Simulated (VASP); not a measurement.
# La3O (Im-3m) in VASP: further runs, part 2 of 2

VASP 6.6.1. The steps go on from the part before.

## (3) Single point, PBE

This run uses another cell than the first one, of 25.07 Å³/atom, 0.966 times its volume.

File INCAR:

```
PREC = Accurate
ENCUT = 520
EDIFF = 1E-7
ISMEAR = 0
SIGMA = 0.1
LREAL = False
LASPH = True
NELM = 60
ALGO = Normal
ISIF = 2
LWAVE = False
LCHARG = False
GGA = PE
NBANDS = 28
```

File KPOINTS:

```
regular mesh
0
Gamma
  12 12 12
```

File POSCAR:

```
La3O
1.0
   -2.9267403608      2.9267403608      2.9267403608
    2.9267403608     -2.9267403608      2.9267403608
    2.9267403608      2.9267403608     -2.9267403608
La O
3 1
Direct
    0.0000000000      0.5000000000      0.5000000000
    0.5000000000      0.0000000000      0.5000000000
    0.5000000000      0.5000000000      0.0000000000
    0.0000000000      0.0000000000      0.0000000000
```

Potentials or basis: VASP PAW PBE potentials, release 64 (La, O).

Run with:

```console
cat potpaw_PBE.64/La/POTCAR potpaw_PBE.64/O/POTCAR > POTCAR
mpirun -np 1 vasp_std > vasp.out
```

OUTCAR:

```text
PREC = Accurate
   ENCUT = 520
   EDIFF = 1E-7
   ISMEAR = 0
   LREAL = False
   LASPH = True
   NELM = 60
   ISIF = 2
   GGA = PE

 ion  position               nearest neighbor table
   1  0.000  0.500  0.500-   2 2.93   3 2.93   3 2.93   2 2.93
   2  0.500  0.000  0.500-   1 2.93   3 2.93   3 2.93   1 2.93
   3  0.500  0.500  0.000-   1 2.93   2 2.93   2 2.93   1 2.93
   4  0.000  0.000  0.000-

  LATTYP: Found a body centered cubic cell.
 ALAT       =     5.8534807216

  Lattice vectors:

 A1 = (  -2.9267403608,   2.9267403608,   2.9267403608)
 A2 = (   2.9267403608,  -2.9267403608,   2.9267403608)
 A3 = (   2.9267403608,   2.9267403608,  -2.9267403608)

Analysis of symmetry for initial positions (statically):
=====================================================================
 Subroutine PRICEL returns:
 Original cell was already a primitive cell.

 Routine SETGRP: Setting up the symmetry group for a
 body centered cubic supercell.

 Subroutine GETGRP returns: Found 48 space group operations
 (whereof 48 operations were pure point group operations)
 out of a pool of 48 trial point group operations.

The static configuration has the point symmetry O_h .

Analysis of symmetry for dynamics (positions and initial velocities):
=====================================================================
 Subroutine PRICEL returns:
 Original cell was already a primitive cell.

 Routine SETGRP: Setting up the symmetry group for a
 body centered cubic supercell.

 Subroutine GETGRP returns: Found 48 space group operations
 (whereof 48 operations were pure point group operations)
 out of a pool of 48 trial point group operations.

The dynamic configuration has the point symmetry O_h .

 Subroutine INISYM returns: Found 48 space group operations
 (whereof 48 operations are pure point group operations),
 and found     1 'primitive' translations

[... 113 lines left out ...]
   ISMEAR =     0;   SIGMA  =   0.10  broadening in eV -4-tet -1-fermi 0-gaus
   EFERMI_NEDOS =   21; number of points for ismear=-14 and -15
   IALGO  =     38    algorithm
   IMIX   =      4    mixing-type and parameters
     AMIX     =   0.40;   BMIX     =  1.00
     AMIX_MAG =   1.60;   BMIX_MAG =  1.00
  volume/ion in A,a.u.               =      25.07       169.18
  Fermi-wavevector in a.u.,A,eV,Ry     =   1.194975  2.258175 19.428649  1.427965
  Thomas-Fermi vector in A             =   2.330952
   LORBIT       =      0    0 simple, 1 ext, 2 COOP (PROOUT), +10 PAW based schemes
   GGA     = PE    functional components
   LHFCALC =     F    Hartree Fock is set to
   AEXX    =    0.0000 exact exchange contribution
   IVDW    =     0    specifies the selected vdW correction
   LEPSILON=     F    determine dielectric tensor
   LRPA    =     F    only Hartree local field effects (RPA)
 non-spin polarized calculation
 Gauss-broadening in eV      SIGMA  =   0.10
  energy-cutoff  :      520.00
  volume of cell :      100.28
 maximum number of plane-waves:      2731
 NGX is ok and might be reduce to    40
   NGX = 19   NGY = 19   NGZ = 19

 number of electron      38.9999993 magnetization

 Free energy of the ion-electron system (eV)
  ---------------------------------------------------
  ext. energy  EPLUGINS =         0.00000000
  ---------------------------------------------------
  free energy    TOTEN  =       -20.61098332 eV

  energy without entropy =      -20.58751495  energy(sigma->0) =      -20.59924913

 E-fermi :   8.8842     XC(G=0): -10.2708

 val. band max:        8.8801678221   @ k =  -0.4167   0.4167   0.1667
 cond. band min:       8.8915238870   @ k =   0.4167   0.1667   0.0000
 fundamental gap:      0.0113560649
 Fermi energy:         8.8841641433

 k-point     1 :       0.0000    0.0000    0.0000
  band No.  band energies     occupation
      1     -24.2402      2.00000
      2     -23.0439      2.00000
      3     -23.0439      2.00000
      4      -9.4300      2.00000
      5      -9.4300      2.00000
      6      -9.4300      2.00000
[... 733 lines left out ...]
     27      11.0683      0.00000
     28      11.2272      0.00000

 [... further k-points ...]
[... 5 lines left out ...]
  --------------------------------------------------------------------------------------
  -------------------------------------------------------------------------------------
  Total       -0.0554338     -0.0554338     -0.0554338      0.0000000      0.0000000      0.0000000
  in kB       -0.8856722     -0.8856722     -0.8856722      0.0000000      0.0000000      0.0000000
  external PRESSURE =      -0.8856722 kB  Pullay stress =       0.0000000 kB

 VOLUME and BASIS-vectors are now :
 -----------------------------------------------------------------------------
  energy-cutoff  :      520.00
  volume of cell :      100.28
      direct lattice vectors                 reciprocal lattice vectors
    -2.926740361  2.926740361  2.926740361     0.000000000  0.170838523  0.170838523
     2.926740361 -2.926740361  2.926740361     0.170838523  0.000000000  0.170838523
     2.926740361  2.926740361 -2.926740361     0.170838523  0.170838523  0.000000000

 POSITION                                       TOTAL-FORCE (eV/Angst)
 -----------------------------------------------------------------------------------
      2.92674      0.00000      0.00000         0.000000     -0.000000      0.000000
      0.00000      2.92674      0.00000         0.000000     -0.000000      0.000000
      0.00000      0.00000      2.92674         0.000000     -0.000000      0.000000
      0.00000      0.00000      0.00000        -0.000000      0.000000     -0.000000
 -----------------------------------------------------------------------------------
    total drift:                               -0.000000     -0.000000      0.000000

  FREE ENERGIE OF THE ION-ELECTRON SYSTEM (eV)
  ---------------------------------------------------
  free  energy   TOTEN  =       -20.6109833167 eV

  energy  without entropy=      -20.5875149453  energy(sigma->0) =      -20.59924913
```

It took 5 min on 1 thread of Intel Xeon 6975P-C, shared host; peak memory 0.37 GiB.

Results:

```
Free energy : -20.6110 eV
Pressure    : -0.1 GPa
```

Caveat: spin-orbit coupling is left out, which moves the levels of the heavy elements; an odd number of electrons without spin polarisation forces a metal; a magnetic or distorted state may lie lower.

## (4) Relaxation of cell and atoms, PBE

File INCAR:

```
ALGO     = Normal         # electronic algorithm
EDIFF    = 1E-6           # SCF threshold, eV
EDIFFG   = -0.01          # ionic threshold
ENCUT    = 600            # plane-wave cutoff, eV
GGA      = PE             # functional
IBRION   = 2              # ionic algorithm
ISIF     = 3              # what is computed and relaxed
ISMEAR   = 0              # smearing method
LASPH    = T              # aspherical terms in the spheres
LCHARG   = F              # write CHGCAR
LREAL    = F              # projectors in reciprocal space
LWAVE    = F              # write WAVECAR
NELM     = 60             # most SCF steps
NSW      = 100            # ionic steps
PREC     = Accurate       # precision mode
SIGMA    = 0.1            # smearing width, eV
```

File KPOINTS:

```
k-points
0
Gamma
  12 12 12
```

File POSCAR:

```
La3O
1.0
   -2.9606859300      2.9606859300      2.9606859300
    2.9606859300     -2.9606859300      2.9606859300
    2.9606859300      2.9606859300     -2.9606859300
La O
3 1
Direct
    0.0000000000      0.5000000000      0.5000000000
    0.5000000000      0.0000000000      0.5000000000
    0.5000000000      0.5000000000      0.0000000000
    0.0000000000      0.0000000000      0.0000000000
```

Run with:

```console
cat potpaw_PBE.64/La/POTCAR potpaw_PBE.64/O/POTCAR > POTCAR
mpirun -np 1 vasp_std > vasp.out
```

Wall time 8.3 min (1 thread of Intel Xeon 6975P-C, shared host); peak memory 0.44 GiB.

The run converged. Its results:

```yaml
Free_energy: -20.6156 eV
Relaxed_volume: 24.99 Å³/atom
Relaxed_cell: a = 5.064 Å, b = 5.064 Å, c = 5.064 Å, α = 109.47°, β = 109.47°, γ = 109.47°
Space_group_after_relaxing_to_0.05_Å: Im-3m (No. 229)
Energy_gained_by_relaxing: 4.9 meV/atom
Ionic_steps: 2
Pressure_after_relaxing: 0.0 GPa
```

The path:
```tsv
step	energy change (eV)	largest force (eV/Å)	pressure (GPa)	volume (Å³)
1	0.0000	0.0000	-1.60	103.81
2	-0.0196	0.0000	0.03	99.97
```

Final structure:
```
CELL_PARAMETERS angstrom
-2.92368 2.92368 2.92368
2.92368 -2.92368 2.92368
2.92368 2.92368 -2.92368
ATOMIC_POSITIONS crystal
La 0.00000 0.50000 0.50000
La 0.50000 0.00000 0.50000
La 0.50000 0.50000 0.00000
O 0.00000 0.00000 0.00000
```

Levels at points of the mesh, in eV from the Fermi level:
```tsv
k point	band 16	band 17	band 18	band 19	band 20	band 21	band 22	band 23
(0.00, 0.00, 0.00)	-2.61	-2.16	-2.16	-2.16	-1.13	-0.80	-0.80	1.72
(0.50, 0.00, 0.00)	-2.66	-0.71	-0.48	-0.09	0.14	0.39	0.88	1.14
(0.50, 0.50, 0.50)	-2.25	-0.80	-0.80	-0.80	-0.75	0.26	0.26	1.42
```

Caveat: spin-orbit coupling is left out, which moves the levels of the heavy elements; an odd number of electrons without spin polarisation forces a metal; a magnetic or distorted state may lie lower.

## (5) Overview

```tsv
task	cell	k mesh	cutoff (eV)	gap on the mesh (eV)	pressure (GPa)
single point	a = 5.128 Å, angles 109.5°, 4 atoms	4 × 4 × 4	520	none	-3.7
single point	a = 5.069 Å, angles 109.5°, 4 atoms	12 × 12 × 12	520	none	-0.1
relaxation of cell and atoms	relaxed from a = 5.128 Å, angles 109.5°, 4 atoms	12 × 12 × 12	600	none	0.0
```

Alike in all rows: level PBE; potentials or basis VASP PAW PBE potentials, release 64 (La, O); no spin polarisation; smearing gaussian 0.1 eV.

Caveats: some runs use coarse meshes; spin-orbit coupling is left out, which moves the levels of the heavy elements; an odd number of electrons without spin polarisation forces a metal; a magnetic or distorted state may lie lower.

Total energies depend on the potentials used, so only differences within one code and one set of settings carry meaning.
